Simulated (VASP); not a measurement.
A run of VASP 6.6.1 is set up as follows.

Contents of POSCAR:

```
As
1.0
    0.0000000000      3.0350000000      3.0350000000
    3.0350000000      0.0000000000      3.0350000000
    3.0350000000      3.0350000000      0.0000000000
As
2
Direct
    0.0000000000      0.0000000000      0.0000000000
    0.2500000000      0.2500000000      0.2500000000
```

Contents of INCAR.step1:

```
SYSTEM = As
PREC = Accurate
ENCUT = 600
ISMEAR = 0
SIGMA = 0.1
LREAL = .False.
LASPH = .True.
NELM = 100
GGA = PE
ALGO = Normal
EDIFF = 1E-4
LWAVE = .True.
LCHARG = .False.
```

Contents of INCAR.step2:

```
SYSTEM = As
PREC = Accurate
ENCUT = 600
EDIFF = 1E-7
ISMEAR = 0
SIGMA = 0.1
LREAL = .False.
LASPH = .True.
NELM = 100
ALGO = Normal
ISIF = 3
LWAVE = .False.
LCHARG = .False.
METAGGA = R2SCAN
LMIXTAU = .True.
IBRION = 2
NSW = 80
EDIFFG = -0.02
PSTRESS = 50.0
ISTART = 1
```

KPOINTS

```
regular mesh
0
Gamma
  7 7 7
  0 0 0
```

Potentials or basis: VASP PAW PBE potentials, release 64 (As).

The run is started by

```sh
$ cat potpaw_PBE.64/As/POTCAR > POTCAR
$ cp INCAR.step1 INCAR
$ mpirun -np 1 vasp_std > vasp.out
$ cp INCAR.step2 INCAR
$ mpirun -np 1 vasp_std > vasp.out
```

**Question.** What does it give for the relaxed volume?

**Answer.** 25.79 Å³/atom.

**Question.** What does it give for the space group after relaxing (to 0.1 Å)?

**Answer.** Fd-3m (No. 227).

**Question.** Predict the band gap on the k mesh.

**Answer.** Zero (bands 5 and 6 overlap by 0.83 eV).

**Question.** Estimate the relaxed cell.

**Answer.** a = 4.178 Å, b = 4.178 Å, c = 4.178 Å, α = 60.00°, β = 60.00°, γ = 60.00°.

Final structure:
```
As
1.0
     0.00000    2.95458    2.95458
     2.95458    0.00000    2.95458
     2.95458    2.95458    0.00000
As
2
Direct
  0.00000 0.00000 0.00000
  0.25000 0.25000 0.25000
```

Caveat: the cell is relaxed towards a set pressure, so the run minimises the enthalpy, not the energy; the PAW data sets were made with another functional, which shifts forces and pressure a little.
